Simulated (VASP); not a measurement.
# GaN (F-43m) in VASP: single point with r2SCAN

Aim: the single point of GaN with r2SCAN.

All numbers are computed with VASP 6.6.1; they aren't measurements. Logs are shortened: lines on timing, memory, paths and dates and some standing lists are left out, and cuts for length are marked.

## 1. The cell of the first run

It takes space group F-43m (No. 216, cubic). The conventional cell has a = 4.452 Å, b = 4.452 Å, c = 4.452 Å, α = 90.00°, β = 90.00°, γ = 90.00°. Within 2.6 Å of Ga (site symmetry -43m) lie 4 N at 1.93 Å. N (site symmetry -43m) has 4 Ga at 1.93 Å within 2.6 Å.

## 2. Single point, r2SCAN (11.03 Å³/atom)

File POSCAR:

```
GaN
1.0
    0.0000000000      2.2262186649      2.2262186649
    2.2262186649      0.0000000000      2.2262186649
    2.2262186649      2.2262186649      0.0000000000
Ga N
1 1
Direct
    0.0000000000      0.0000000000      0.0000000000
    0.7500000000      0.7500000000      0.7500000000
```

File INCAR.step1:

```
SYSTEM = GaN
ALGO = Normal
EDIFF = 1E-5
ENCUT = 910
GGA = PE
GGA_COMPAT = .False.
ISMEAR = 0
LASPH = .True.
LCHARG = .False.
LREAL = .False.
LWAVE = .True.
NBANDS = 16
NELM = 120
PREC = Accurate
SIGMA = 0.02
```

File INCAR.step2:

```
SYSTEM = GaN
ALGO = Normal
EDIFF = 1E-6
ENCUT = 910
GGA_COMPAT = .False.
ISIF = 2
ISMEAR = 0
ISTART = 1
LASPH = .True.
LCHARG = .False.
LMIXTAU = .True.
LREAL = .False.
LWAVE = .False.
METAGGA = R2SCAN
NBANDS = 16
NELM = 120
PREC = Accurate
SIGMA = 0.02
```

File KPOINTS:

```
k-points
0
Gamma
  10 10 10
  0 0 0
```

Potentials or basis: VASP PAW PBE potentials, release 64 (Ga_d, N_h).

The run is started by

```bash
$ cat potpaw_PBE.64/Ga_d/POTCAR potpaw_PBE.64/N_h/POTCAR > POTCAR
$ cp INCAR.step1 INCAR
$ mpirun -np 1 vasp_std > vasp.out
$ cp INCAR.step2 INCAR
$ mpirun -np 1 vasp_std > vasp.out
```

OUTCAR:

```text
SYSTEM = GaN
   EDIFF = 1E-6
   ENCUT = 910
   ISIF = 2
   ISMEAR = 0
   ISTART = 1
   LASPH = .True.
   LREAL = .False.
   METAGGA = R2SCAN
   NELM = 120
   PREC = Accurate

 ion  position               nearest neighbor table
   1  0.000  0.000  0.000-   2 1.93   2 1.93   2 1.93   2 1.93
   2  0.750  0.750  0.750-   1 1.93   1 1.93   1 1.93   1 1.93

  LATTYP: Found a face centered cubic cell.
 ALAT       =     4.4524373298

  Lattice vectors:

 A1 = (   0.0000000000,   2.2262186649,   2.2262186649)
 A2 = (   2.2262186649,   0.0000000000,   2.2262186649)
 A3 = (   2.2262186649,   2.2262186649,   0.0000000000)

Analysis of symmetry for initial positions (statically):
=====================================================================
 Subroutine PRICEL returns:
 Original cell was already a primitive cell.

 Routine SETGRP: Setting up the symmetry group for a
 face centered cubic supercell.

 Subroutine GETGRP returns: Found 24 space group operations
 (whereof 24 operations were pure point group operations)
 out of a pool of 48 trial point group operations.

The static configuration has the point symmetry T_d .

Analysis of symmetry for dynamics (positions and initial velocities):
=====================================================================
 Subroutine PRICEL returns:
 Original cell was already a primitive cell.

 Routine SETGRP: Setting up the symmetry group for a
 face centered cubic supercell.

 Subroutine GETGRP returns: Found 24 space group operations
 (whereof 24 operations were pure point group operations)
 out of a pool of 48 trial point group operations.

The dynamic configuration has the point symmetry T_d .

 Subroutine INISYM returns: Found 24 space group operations
 (whereof 24 operations are pure point group operations),
 and found     1 'primitive' translations

----------------------------------------------------------------------------------------

                                     Primitive cell

  volume of cell :      22.0665

  direct lattice vectors                    reciprocal lattice vectors
     0.000000000  2.226218665  2.226218665    -0.224596087  0.224596087  0.224596087
     2.226218665  0.000000000  2.226218665     0.224596087 -0.224596087  0.224596087
     2.226218665  2.226218665  0.000000000     0.224596087  0.224596087 -0.224596087

  length of vectors
     3.148348629  3.148348629  3.148348629     0.389011833  0.389011833  0.389011833

  position of ions in fractional coordinates (direct lattice)
     0.000000000  0.000000000  0.000000000
     0.750000000  0.750000000  0.750000000

  ion indices of the primitive-cell ions
   primitive index   ion index
                 1           1
                 2           2

----------------------------------------------------------------------------------------

 KPOINTS: k-points

Automatic generation of k-mesh.
 Grid dimensions read from file:
 generate k-points for:   10   10   10

 Generating k-lattice:

  Cartesian coordinates                     Fractional coordinates (reciprocal lattice)
    -0.022459609  0.022459609  0.022459609     0.100000000  0.000000000  0.000000000
     0.022459609 -0.022459609  0.022459609     0.000000000  0.100000000  0.000000000
     0.022459609  0.022459609 -0.022459609     0.000000000  0.000000000  0.100000000

  Length of vectors
     0.038901183  0.038901183  0.038901183

  Shift w.r.t. Gamma in fractional coordinates (k-lattice)
     0.000000000  0.000000000  0.000000000

 Subroutine IBZKPT returns following result:
 ===========================================

 Found     47 irreducible k-points:

 Following reciprocal coordinates:
            Coordinates               Weight
  0.000000  0.000000  0.000000      1.000000
  0.100000  0.000000  0.000000      8.000000
  0.200000  0.000000  0.000000      8.000000
  0.300000  0.000000  0.000000      8.000000
  0.400000  0.000000  0.000000      8.000000
  0.500000  0.000000  0.000000      4.000000
[... 16 lines left out ...]
  0.300000  0.300000  0.000000      6.000000
  0.400000  0.300000  0.000000     24.000000
 [... further k-points ...]
   k-points           NKPTS =     47   k-points in BZ     NKDIM =     47   number of bands    NBANDS=     16
   number of dos      NEDOS =    301   number of ions     NIONS =      2
   total plane-waves  NPLWV =  32768
   dimension x,y,z NGX =    32 NGY =   32 NGZ =   32
   dimension x,y,z NGXF=    64 NGYF=   64 NGZF=   64
   ions per type =               1   1
   NGX,Y,Z   is equivalent  to a cutoff of  16.90, 16.90, 16.90 a.u.
   NGXF,Y,Z  is equivalent  to a cutoff of  33.79, 33.79, 33.79 a.u.
 SYSTEM =  GaN
   PREC   = accura    normal or accurate (medium, high low for compatibility)
   ISTART =      1    job   : 0-new  1-cont  2-samecut
   ICHARG =      0    charge: 1-file 2-atom 10-const
   ISPIN  =      1    spin polarized calculation?
   LNONCOLLINEAR =      F non collinear calculations
   LSORBIT =      F    spin-orbit coupling
   LASPH  =      T    aspherical Exc in radial PAW
   ENCUT  =  910.0 eV  66.88 Ry    8.18 a.u.   7.74  7.74  7.74*2*pi/ulx,y,z
   NELM   =    120;   NELMIN=  2; NELMDL=  0     # of ELM steps
   EDIFF  = 0.1E-05   stopping-criterion for ELM
   LREAL  =      F    real-space projection
   EDIFFG = 0.1E-04   stopping-criterion for IOM
   NSW    =      0    number of steps for IOM
   IBRION =     -1    ionic relax: 0-MD 1-quasi-New 2-CG
   NFREE  =      0    steps in history (QN), initial steepest desc. (CG)
   ISIF   =      2    stress and relaxation
   ISYM   =      2    0-nonsym 1-usesym 2-fastsym
   POTIM  = 0.5000    time-step for ionic-motion
   TEBEG  =    0.0;   TEEND  =   0.0 temperature during run
   PSTRESS=    0.0 pullay stress
   NELECT =      18.0000    total number of electrons
   NUPDOWN=      -1.0000    fix difference up-down
   EMIN   =  10.00;   EMAX   =-10.00  energy-range for DOS
   EFERMI =   0.00;   METHOD = LEGACY
   ISMEAR =     0;   SIGMA  =   0.02  broadening in eV -4-tet -1-fermi 0-gaus
   EFERMI_NEDOS =   21; number of points for ismear=-14 and -15
   IALGO  =     38    algorithm
   IMIX   =      4    mixing-type and parameters
     AMIX     =   0.40;   BMIX     =  1.00
     AMIX_MAG =   1.60;   BMIX_MAG =  1.00
  volume/ion in A,a.u.               =      11.03        74.46
  Fermi-wavevector in a.u.,A,eV,Ry     =   1.529635  2.890591 31.834689  2.339784
  Thomas-Fermi vector in A             =   2.637229
   LORBIT       =      0    0 simple, 1 ext, 2 COOP (PROOUT), +10 PAW based schemes
   METAGGA = R2SCAN    functional components
   LHFCALC =     F    Hartree Fock is set to
   AEXX    =    0.0000 exact exchange contribution
   IVDW    =     0    specifies the selected vdW correction
   LEPSILON=     F    determine dielectric tensor
   LRPA    =     F    only Hartree local field effects (RPA)
 non-spin polarized calculation
 Gauss-broadening in eV      SIGMA  =   0.02
  energy-cutoff  :      910.00
  volume of cell :       22.07
 maximum number of plane-waves:      1392
   NGX = 15   NGY = 15   NGZ = 15

 number of electron      17.9999998 magnetization

 Free energy of the ion-electron system (eV)
  ---------------------------------------------------
  ext. energy  EPLUGINS =         0.00000000
  ---------------------------------------------------
  free energy    TOTEN  =       -21.87773864 eV

  energy without entropy =      -21.87773864  energy(sigma->0) =      -21.87773864

 E-fermi :   5.8396     XC(G=0): -12.8442

 val. band max:        5.7284592477   @ k =   0.0000   0.0000   0.0000
 cond. band min:       8.0887430215   @ k =   0.0000   0.0000   0.0000
 fundamental gap:      2.3602837738
 Fermi energy:         5.8396393646

 k-point     1 :       0.0000    0.0000    0.0000
  band No.  band energies     occupation
      1     -11.3274      2.00000
      2      -8.1360      2.00000
      3      -8.1359      2.00000
      4      -8.1359      2.00000
      5      -7.7439      2.00000
      6      -7.7439      2.00000
[... 8 lines left out ...]
     15      25.7510      0.00000
     16      25.7510      0.00000

 k-point     2 :       0.1000    0.0000    0.0000
  band No.  band energies     occupation
      1     -11.2089      2.00000
      2      -8.1202      2.00000
      3      -8.1202      2.00000
      4      -8.0975      2.00000
      5      -7.7453      2.00000
      6      -7.7453      2.00000
[... 8 lines left out ...]
     15      24.3015      0.00000
     16      24.4547      0.00000

 k-point     3 :       0.2000    0.0000    0.0000
  band No.  band energies     occupation
      1     -10.9021      2.00000
      2      -8.0831      2.00000
      3      -8.0830      2.00000
      4      -7.9401      2.00000
      5      -7.7441      2.00000
      6      -7.7441      2.00000
[... 8 lines left out ...]
     15      23.5009      0.00000
     16      23.5009      0.00000

 k-point     4 :       0.3000    0.0000    0.0000
  band No.  band energies     occupation
      1     -10.5502      2.00000
      2      -8.0486      2.00000
      3      -8.0486      2.00000
      4      -7.7299      2.00000
      5      -7.7299      2.00000
      6      -7.5624      2.00000
[... 8 lines left out ...]
     15      24.1006      0.00000
     16      24.1006      0.00000

 k-point     5 :       0.4000    0.0000    0.0000
  band No.  band energies     occupation
      1     -10.3114      2.00000
      2      -8.0320      2.00000
      3      -8.0320      2.00000
      4      -7.7059      2.00000
      5      -7.7059      2.00000
      6      -6.9705      2.00000
[... 8 lines left out ...]
     15      25.7224      0.00000
     16      25.7224      0.00000

 k-point     6 :       0.5000    0.0000    0.0000
  band No.  band energies     occupation
      1     -10.2349      2.00000
      2      -8.0283      2.00000
      3      -8.0283      2.00000
      4      -7.6938      2.00000
      5      -7.6938      2.00000
      6      -6.6100      2.00000
[... 8 lines left out ...]
     15      26.9279      0.00000
     16      26.9279      0.00000

 k-point     7 :       0.1000    0.1000    0.0000
  band No.  band energies     occupation
      1     -11.1698      2.00000
      2      -8.1061      2.00000
      3      -8.1061      2.00000
      4      -8.1027      2.00000
      5      -7.7557      2.00000
      6      -7.7356      2.00000
[... 8 lines left out ...]
     15      26.3009      0.00000
     16      26.4910      0.00000

 k-point     8 :       0.2000    0.1000    0.0000
  band No.  band energies     occupation
      1     -10.9267      2.00000
      2      -8.0833      2.00000
      3      -8.0679      2.00000
      4      -7.9917      2.00000
      5      -7.7574      2.00000
      6      -7.7274      2.00000
[... 8 lines left out ...]
     15      25.5468      0.00000
     16      25.5498      0.00000

 k-point     9 :       0.3000    0.1000    0.0000
  band No.  band energies     occupation
      1     -10.5926      2.00000
      2      -8.0516      2.00000
      3      -8.0290      2.00000
      4      -7.8130      2.00000
      5      -7.7138      2.00000
      6      -7.6207      2.00000
[... 8 lines left out ...]
     15      24.6678      0.00000
     16      25.5817      0.00000
[... 172 lines left out ...]
 k-point    19 :       0.5000    0.2000    0.0000
  band No.  band energies     occupation
      1     -10.1426      2.00000
      2      -8.0076      2.00000
      3      -7.9400      2.00000
      4      -7.7960      2.00000
      5      -7.6885      2.00000
      6      -6.5135      2.00000
[... 8 lines left out ...]
     15      27.3635      0.00000
     16      27.8849      0.00000

 k-point    20 :      -0.4000    0.2000    0.0000
  band No.  band energies     occupation
      1     -10.1303      2.00000
      2      -8.0123      2.00000
      3      -7.9474      2.00000
      4      -7.7601      2.00000
      5      -7.7157      2.00000
      6      -6.3846      2.00000
[... 8 lines left out ...]
     15      25.6784      0.00000
     16      27.3748      0.00000

 k-point    21 :      -0.3000    0.2000    0.0000
  band No.  band energies     occupation
      1     -10.2288      2.00000
      2      -8.0152      2.00000
      3      -7.9707      2.00000
      4      -7.7525      2.00000
      5      -7.7521      2.00000
      6      -6.8431      2.00000
[... 8 lines left out ...]
     15      24.4501      0.00000
     16      27.7679      0.00000

 k-point    22 :      -0.2000    0.2000    0.0000
  band No.  band energies     occupation
      1     -10.4406      2.00000
      2      -8.0264      2.00000
      3      -8.0148      2.00000
      4      -7.7698      2.00000
      5      -7.7688      2.00000
      6      -7.3802      2.00000
[... 8 lines left out ...]
     15      24.4610      0.00000
     16      27.7608      0.00000

 k-point    23 :       0.3000    0.3000    0.0000
  band No.  band energies     occupation
      1     -10.3329      2.00000
      2      -7.9562      2.00000
      3      -7.9153      2.00000
      4      -7.9153      2.00000
      5      -7.6865      2.00000
      6      -7.3816      2.00000
[... 8 lines left out ...]
     15      28.9060      0.00000
     16      29.8771      0.00000

 k-point    24 :       0.4000    0.3000    0.0000
  band No.  band energies     occupation
      1     -10.1672      2.00000
      2      -7.9738      2.00000
      3      -7.8737      2.00000
      4      -7.8709      2.00000
      5      -7.6756      2.00000
      6      -6.9538      2.00000
[... 8 lines left out ...]
     15      29.4395      0.00000
     16      29.7115      0.00000

 [... further k-points ...]

------------------------ aborting loop because EDIFF is reached ----------------------------------------

  FORCE on cell =-STRESS in cart. coord.  units (eV):
  Direction    XX          YY          ZZ          XY          YZ          ZX
  --------------------------------------------------------------------------------------
  -------------------------------------------------------------------------------------
  Total        1.0281105      1.0281105      1.0281105     -0.0000000     -0.0000000      0.0000000
  in kB       74.6477855     74.6477855     74.6477855     -0.0000000     -0.0000000      0.0000000
  external PRESSURE =      74.6477855 kB  Pullay stress =       0.0000000 kB

 VOLUME and BASIS-vectors are now :
 -----------------------------------------------------------------------------
  energy-cutoff  :      910.00
  volume of cell :       22.07
      direct lattice vectors                 reciprocal lattice vectors
     0.000000000  2.226218665  2.226218665    -0.224596087  0.224596087  0.224596087
     2.226218665  0.000000000  2.226218665     0.224596087 -0.224596087  0.224596087
     2.226218665  2.226218665  0.000000000     0.224596087  0.224596087 -0.224596087

 POSITION                                       TOTAL-FORCE (eV/Angst)
 -----------------------------------------------------------------------------------
      0.00000      0.00000      0.00000         0.000000     -0.000000      0.000000
      3.33933      3.33933      3.33933        -0.000000      0.000000     -0.000000
 -----------------------------------------------------------------------------------
    total drift:                                0.000001      0.000001      0.000001

  FREE ENERGIE OF THE ION-ELECTRON SYSTEM (eV)
  ---------------------------------------------------
  free  energy   TOTEN  =       -21.8777386431 eV

  energy  without entropy=      -21.8777386431  energy(sigma->0) =      -21.87773864
```

Wall time 2.3 min (1 thread of Intel Xeon Platinum 8259CL at 2.50GHz (Skylake/Cascade Lake), shared host); peak memory 0.21 GiB.

Results:

* Free energy: -21.8777 eV
* Pressure: 7.5 GPa
* Band gap on the k mesh: 2.36 eV

Caveat: the cutoff is under 1.25 times the usual one of these potentials, so pressure, stress and relaxed cells hold a basis-set (Pulay) error; the cell stands under pressure; the PAW data sets were made with another functional, which shifts forces and pressure a little.
